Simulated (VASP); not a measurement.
A run of VASP 6.6.1 is set up as follows.

File INCAR:

```
SYSTEM = GdRe
ALGO = Normal
EDIFF = 1E-6
ENCUT = 520
GGA = PE
ISIF = 2
ISMEAR = 0
ISPIN = 2
LASPH = .TRUE.
LCHARG = .FALSE.
LDAU = .TRUE.
LDAUJ = 0 0
LDAUL = 3 -1
LDAUPRINT = 1
LDAUTYPE = 2
LDAUU = 6 0
LMAXMIX = 6
LORBIT = 11
LREAL = .FALSE.
LWAVE = .FALSE.
MAGMOM = 7.78 -0.25
NBANDS = 24
NELM = 150
PREC = Accurate
SIGMA = 0.05
```

KPOINTS

```
k-points
0
G
  8 8 8
  0 0 0
```

File POSCAR:

```
GdRe
1.0
    3.4283903206      0.0000000000      0.0000000000
    0.0000000000      3.4283903206      0.0000000000
    0.0000000000      0.0000000000      3.4283903206
Gd Re
1 1
Direct
    0.0000000000      0.0000000000      0.0000000000
    0.5000000000      0.5000000000      0.5000000000
```

Potentials or basis: VASP PAW PBE potentials, release 64 (Gd, Re).

The run is started by

```sh
$ cat potpaw_PBE.64/Gd/POTCAR potpaw_PBE.64/Re/POTCAR > POTCAR
$ mpirun -np 1 vasp_std > vasp.out
```

Task: Estimate the pressure.

Result: 5.2 GPa.

Task: What does it give for the net moment?

Result: 7.03 μB per cell.

Eigenvalues of the final occupation matrices:
| site | spin | trace | eigenvalues |
| --- | --- | --- | --- |
| site 1 f | 1 | 6.92 | 0.99 0.99 0.99 0.99 0.99 0.99 0.99 |
| site 1 f | 2 | 0.04 | 0.00 0.00 0.00 0.01 0.01 0.01 0.01 |

Caveat: spin-orbit coupling is left out, which moves the levels of the heavy elements. The state reached can hang on the start; a lower one may exist.
